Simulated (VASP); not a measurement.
# Sn (Fd-3m) in VASP: a series of runs

The runs below take Sn through single point, with r2SCAN.

Program: VASP 6.6.1. These are calculated values, not measurements. Logs are shortened: lines on timing, memory, paths and dates and some standing lists are left out, and cuts for length are marked.

### 1 The cell of the first run

It takes space group Fd-3m (No. 227, cubic). The conventional cell has a = 6.400 Å, b = 6.400 Å, c = 6.400 Å, α = 90.00°, β = 90.00°, γ = 90.00°. Sn (site symmetry -43m) has 4 Sn at 2.77 Å within 3.7 Å.

This isn't the form of Sn at room conditions, which is tetragonal (white tin).

### 2 Single point, r2SCAN

The input, POSCAR:

```
Sn
1.0
    0.0000000000      3.1999948559      3.1999948559
    3.1999948559      0.0000000000      3.1999948559
    3.1999948559      3.1999948559      0.0000000000
Sn
2
Direct
    0.5000000000      0.5000000000      0.5000000000
    0.7500000000      0.7500000000      0.7500000000
```

The input, INCAR.step1:

```
ALGO     = Normal         # electronic algorithm
EDIFF    = 1E-4           # SCF threshold, eV
ENCUT    = 520            # plane-wave cutoff, eV
GGA      = PE             # functional
ISMEAR   = -1             # smearing method
LASPH    = True           # aspherical terms in the spheres
LCHARG   = False          # write CHGCAR
LREAL    = False          # projectors in reciprocal space
LWAVE    = True           # write WAVECAR
NBANDS   = 21             # bands
NELM     = 80             # most SCF steps
PREC     = Accurate       # precision mode
SIGMA    = 0.1            # smearing width, eV
```

The input, INCAR.step2:

```
ALGO     = Normal         # electronic algorithm
EDIFF    = 1E-6           # SCF threshold, eV
ENCUT    = 520            # plane-wave cutoff, eV
ISIF     = 2              # what is computed and relaxed
ISMEAR   = -1             # smearing method
ISTART   = 1            
LASPH    = True           # aspherical terms in the spheres
LCHARG   = False          # write CHGCAR
LMIXTAU  = True         
LREAL    = False          # projectors in reciprocal space
LWAVE    = False          # write WAVECAR
METAGGA  = R2SCAN         # meta-GGA
NBANDS   = 21             # bands
NELM     = 80             # most SCF steps
PREC     = Accurate       # precision mode
SIGMA    = 0.1            # smearing width, eV
```

The input, KPOINTS:

```
k-points
0
Gamma
  14 14 14
```

Potentials or basis: VASP PAW PBE potentials, release 64 (Sn_d).

The run is started by

```console
$ cat potpaw_PBE.64/Sn_d/POTCAR > POTCAR
$ cp INCAR.step1 INCAR
$ mpirun -np 1 vasp_std > vasp.out
$ cp INCAR.step2 INCAR
$ mpirun -np 1 vasp_std > vasp.out
```

OUTCAR:

```text
EDIFF = 1E-6
   ENCUT = 520
   ISIF = 2
   ISMEAR = -1
   ISTART = 1
   LASPH = True
   LREAL = False
   METAGGA = R2SCAN
   NELM = 80
   PREC = Accurate

 ion  position               nearest neighbor table
   1  0.500  0.500  0.500-   2 2.77   2 2.77   2 2.77   2 2.77
   2  0.750  0.750  0.750-   1 2.77   1 2.77   1 2.77   1 2.77

  LATTYP: Found a face centered cubic cell.
 ALAT       =     6.3999897118

  Lattice vectors:

 A1 = (   0.0000000000,   3.1999948559,   3.1999948559)
 A2 = (   3.1999948559,   0.0000000000,   3.1999948559)
 A3 = (   3.1999948559,   3.1999948559,   0.0000000000)

Analysis of symmetry for initial positions (statically):
=====================================================================
 Subroutine PRICEL returns:
 Original cell was already a primitive cell.

 Routine SETGRP: Setting up the symmetry group for a
 face centered cubic supercell.

 Subroutine GETGRP returns: Found 48 space group operations
 (whereof 24 operations were pure point group operations)
 out of a pool of 48 trial point group operations.

The static configuration has the point symmetry T_d .
 The point group associated with its full space group is O_h .

Analysis of symmetry for dynamics (positions and initial velocities):
=====================================================================
 Subroutine PRICEL returns:
 Original cell was already a primitive cell.

 Routine SETGRP: Setting up the symmetry group for a
 face centered cubic supercell.

 Subroutine GETGRP returns: Found 48 space group operations
 (whereof 24 operations were pure point group operations)
 out of a pool of 48 trial point group operations.

The dynamic configuration has the point symmetry T_d .
 The point group associated with its full space group is O_h .

 Subroutine INISYM returns: Found 48 space group operations
 (whereof 24 operations are pure point group operations),
 and found     1 'primitive' translations

----------------------------------------------------------------------------------------

                                     Primitive cell

  volume of cell :      65.5357

  direct lattice vectors                    reciprocal lattice vectors
     0.000000000  3.199994856  3.199994856    -0.156250251  0.156250251  0.156250251
     3.199994856  0.000000000  3.199994856     0.156250251 -0.156250251  0.156250251
     3.199994856  3.199994856  0.000000000     0.156250251  0.156250251 -0.156250251

  length of vectors
     4.525476125  4.525476125  4.525476125     0.270633374  0.270633374  0.270633374

  position of ions in fractional coordinates (direct lattice)
     0.500000000  0.500000000  0.500000000
     0.750000000  0.750000000  0.750000000

  ion indices of the primitive-cell ions
   primitive index   ion index
                 1           1
                 2           2

----------------------------------------------------------------------------------------

 KPOINTS: k-points

Automatic generation of k-mesh.
 Grid dimensions read from file:
 generate k-points for:   14   14   14

 Generating k-lattice:

  Cartesian coordinates                     Fractional coordinates (reciprocal lattice)
    -0.011160732  0.011160732  0.011160732     0.071428571  0.000000000  0.000000000
     0.011160732 -0.011160732  0.011160732     0.000000000  0.071428571  0.000000000
     0.011160732  0.011160732 -0.011160732     0.000000000  0.000000000  0.071428571

  Length of vectors
     0.019330955  0.019330955  0.019330955

  Shift w.r.t. Gamma in fractional coordinates (k-lattice)
     0.000000000  0.000000000  0.000000000

 Subroutine IBZKPT returns following result:
 ===========================================

 Found    104 irreducible k-points:

 Following reciprocal coordinates:
            Coordinates               Weight
  0.000000  0.000000  0.000000      1.000000
  0.071429  0.000000  0.000000      8.000000
  0.142857  0.000000  0.000000      8.000000
  0.214286  0.000000  0.000000      8.000000
  0.285714  0.000000  0.000000      8.000000
  0.357143  0.000000  0.000000      8.000000
[... 16 lines left out ...]
  0.214286  0.142857  0.000000     24.000000
  0.285714  0.142857  0.000000     24.000000
 [... further k-points ...]
   k-points           NKPTS =    104   k-points in BZ     NKDIM =    104   number of bands    NBANDS=     21
   number of dos      NEDOS =    301   number of ions     NIONS =      2
   total plane-waves  NPLWV =  46656
   dimension x,y,z NGX =    36 NGY =   36 NGZ =   36
   dimension x,y,z NGXF=    72 NGYF=   72 NGZF=   72
   ions per type =               2
   NGX,Y,Z   is equivalent  to a cutoff of  13.22, 13.22, 13.22 a.u.
   NGXF,Y,Z  is equivalent  to a cutoff of  26.45, 26.45, 26.45 a.u.
 SYSTEM =  unknown system
   PREC   = accura    normal or accurate (medium, high low for compatibility)
   ISTART =      1    job   : 0-new  1-cont  2-samecut
   ICHARG =      0    charge: 1-file 2-atom 10-const
   ISPIN  =      1    spin polarized calculation?
   LNONCOLLINEAR =      F non collinear calculations
   LSORBIT =      F    spin-orbit coupling
   LASPH  =      T    aspherical Exc in radial PAW
   ENCUT  =  520.0 eV  38.22 Ry    6.18 a.u.   8.41  8.41  8.41*2*pi/ulx,y,z
   NELM   =     80;   NELMIN=  2; NELMDL=  0     # of ELM steps
   EDIFF  = 0.1E-05   stopping-criterion for ELM
   LREAL  =      F    real-space projection
   EDIFFG = 0.1E-04   stopping-criterion for IOM
   NSW    =      0    number of steps for IOM
   IBRION =     -1    ionic relax: 0-MD 1-quasi-New 2-CG
   NFREE  =      0    steps in history (QN), initial steepest desc. (CG)
   ISIF   =      2    stress and relaxation
   ISYM   =      2    0-nonsym 1-usesym 2-fastsym
   POTIM  = 0.5000    time-step for ionic-motion
   TEBEG  =    0.0;   TEEND  =   0.0 temperature during run
   PSTRESS=    0.0 pullay stress
   NELECT =      28.0000    total number of electrons
   NUPDOWN=      -1.0000    fix difference up-down
   EMIN   =  10.00;   EMAX   =-10.00  energy-range for DOS
   EFERMI =   0.00;   METHOD = LEGACY
   ISMEAR =    -1;   SIGMA  =   0.10  broadening in eV -4-tet -1-fermi 0-gaus
   EFERMI_NEDOS =   21; number of points for ismear=-14 and -15
   IALGO  =     38    algorithm
   IMIX   =      4    mixing-type and parameters
     AMIX     =   0.40;   BMIX     =  1.00
     AMIX_MAG =   1.60;   BMIX_MAG =  1.00
  volume/ion in A,a.u.               =      32.77       221.13
  Fermi-wavevector in a.u.,A,eV,Ry     =   1.233015  2.330060 20.685278  1.520325
  Thomas-Fermi vector in A             =   2.367762
   LORBIT       =      0    0 simple, 1 ext, 2 COOP (PROOUT), +10 PAW based schemes
   METAGGA = R2SCAN    functional components
   LHFCALC =     F    Hartree Fock is set to
   AEXX    =    0.0000 exact exchange contribution
   IVDW    =     0    specifies the selected vdW correction
   LEPSILON=     F    determine dielectric tensor
   LRPA    =     F    only Hartree local field effects (RPA)
 non-spin polarized calculation
  energy-cutoff  :      520.00
  volume of cell :       65.54
 maximum number of plane-waves:      1807
 NGX is ok and might be reduce to    36
   NGX = 17   NGY = 17   NGZ = 17

 number of electron      28.0000009 magnetization

 Free energy of the ion-electron system (eV)
  ---------------------------------------------------
  ext. energy  EPLUGINS =         0.00000000
  ---------------------------------------------------
  free energy    TOTEN  =       -49.43476936 eV

  energy without entropy =      -49.43291785  energy(sigma->0) =      -49.43384361

 E-fermi :   6.1496     XC(G=0):  -9.7929

 val. band max:        6.0435839612   @ k =   0.0000   0.0000   0.0000
 cond. band min:       6.2753525281   @ k =   0.5000   0.0000   0.0000
 fundamental gap:      0.2317685669
 Fermi energy:         6.1496162306

 k-point     1 :       0.0000    0.0000    0.0000
  band No.  band energies     occupation
      1     -16.4594      2.00000
      2     -16.4594      2.00000
      3     -16.4594      2.00000
      4     -16.3865      2.00000
      5     -16.3865      2.00000
      6     -16.0250      2.00000
[... 13 lines left out ...]
     20      14.3949      0.00000
     21      14.3949      0.00000

 k-point     2 :       0.0714    0.0000    0.0000
  band No.  band energies     occupation
      1     -16.4645      2.00000
      2     -16.4645      2.00000
      3     -16.4580      2.00000
      4     -16.3795      2.00000
      5     -16.3795      2.00000
      6     -16.0336      2.00000
[... 13 lines left out ...]
     20      13.8660      0.00000
     21      13.8660      0.00000

 k-point     3 :       0.1429    0.0000    0.0000
  band No.  band energies     occupation
      1     -16.4751      2.00000
      2     -16.4751      2.00000
      3     -16.4540      2.00000
      4     -16.3637      2.00000
      5     -16.3637      2.00000
      6     -16.0483      2.00000
[... 13 lines left out ...]
     20      13.3868      0.00000
     21      13.3868      0.00000

 k-point     4 :       0.2143    0.0000    0.0000
  band No.  band energies     occupation
      1     -16.4855      2.00000
      2     -16.4855      2.00000
      3     -16.4481      2.00000
      4     -16.3465      2.00000
      5     -16.3464      2.00000
      6     -16.0621      2.00000
[... 13 lines left out ...]
     20      13.2124      0.00000
     21      13.2124      0.00000

 k-point     5 :       0.2857    0.0000    0.0000
  band No.  band energies     occupation
      1     -16.4934      2.00000
      2     -16.4934      2.00000
      3     -16.4415      2.00000
      4     -16.3317      2.00000
      5     -16.3317      2.00000
      6     -16.0727      2.00000
[... 13 lines left out ...]
     20      13.4242      0.00000
     21      13.4242      0.00000
[... 382 lines left out ...]
     20      13.2487      0.00000
     21      13.6412      0.00000

 k-point    22 :       0.1429    0.1429    0.0000
  band No.  band energies     occupation
      1     -16.4723      2.00000
      2     -16.4723      2.00000
      3     -16.4702      2.00000
      4     -16.3668      2.00000
      5     -16.3391      2.00000
      6     -16.0959      2.00000
[... 13 lines left out ...]
     20      12.7638      0.00000
     21      14.6378      0.00000

 k-point    23 :       0.2143    0.1429    0.0000
  band No.  band energies     occupation
      1     -16.4864      2.00000
      2     -16.4799      2.00000
      3     -16.4616      2.00000
      4     -16.3539      2.00000
      5     -16.3187      2.00000
      6     -16.1186      2.00000
[... 13 lines left out ...]
     20      13.4112      0.00000
     21      14.4723      0.00000

 k-point    24 :       0.2857    0.1429    0.0000
  band No.  band energies     occupation
      1     -16.5008      2.00000
      2     -16.4884      2.00000
      3     -16.4477      2.00000
      4     -16.3381      2.00000
      5     -16.3002      2.00000
      6     -16.1360      2.00000
[... 13 lines left out ...]
     20      13.8952      0.00000
     21      14.4597      0.00000

 [... further k-points ...]
[... 5 lines left out ...]
  --------------------------------------------------------------------------------------
  -------------------------------------------------------------------------------------
  Total        1.6231197      1.6231197      1.6231197     -0.0000000      0.0000000     -0.0000000
  in kB       39.6810639     39.6810639     39.6810639     -0.0000000      0.0000000     -0.0000000
  external PRESSURE =      39.6810639 kB  Pullay stress =       0.0000000 kB

 VOLUME and BASIS-vectors are now :
 -----------------------------------------------------------------------------
  energy-cutoff  :      520.00
  volume of cell :       65.54
      direct lattice vectors                 reciprocal lattice vectors
     0.000000000  3.199994856  3.199994856    -0.156250251  0.156250251  0.156250251
     3.199994856  0.000000000  3.199994856     0.156250251 -0.156250251  0.156250251
     3.199994856  3.199994856  0.000000000     0.156250251  0.156250251 -0.156250251

 POSITION                                       TOTAL-FORCE (eV/Angst)
 -----------------------------------------------------------------------------------
      3.19999      3.19999      3.19999         0.000000      0.000000      0.000000
      4.79999      4.79999      4.79999        -0.000000     -0.000000     -0.000000
 -----------------------------------------------------------------------------------
    total drift:                                0.000000      0.000000      0.000000

  FREE ENERGIE OF THE ION-ELECTRON SYSTEM (eV)
  ---------------------------------------------------
  free  energy   TOTEN  =       -49.4347693641 eV

  energy  without entropy=      -49.4329178491  energy(sigma->0) =      -49.43384361
```

It took 5.5 min on 1 thread of Intel Xeon Platinum 8259CL at 2.50GHz (Skylake/Cascade Lake), shared host; peak memory 0.28 GiB.

Results:

- Free energy: -49.4348 eV
- Pressure: 4.0 GPa
- Band gap on the k mesh: zero (filled and empty bands touch)

Levels at points of the mesh, in eV from the Fermi level:
```csv
k point,band 10,band 11,band 12,band 13,band 14,band 15,band 16,band 17,band 18,band 19
"(0.00, 0.00, 0.00)",-22.15,-11.54,-0.16,-0.11,-0.11,-0.11,2.11,2.11,2.11,5.34
"(0.50, 0.00, 0.00)",-22.10,-9.73,-6.88,-1.45,-1.45,0.13,3.27,3.27,5.82,9.03
"(0.50, 0.50, 0.00)",-22.08,-8.13,-8.13,-2.94,-2.94,0.76,0.76,8.33,8.33,10.08
```

Caveat: the cell stands under pressure; the PAW data sets were made with another functional, which shifts forces and pressure a little; spin-orbit coupling is left out, which moves the levels of the heavy elements.

(Continued in part 2 of 2.)

The gap in the log of VASP goes by the Fermi energy; the results here count the filled bands.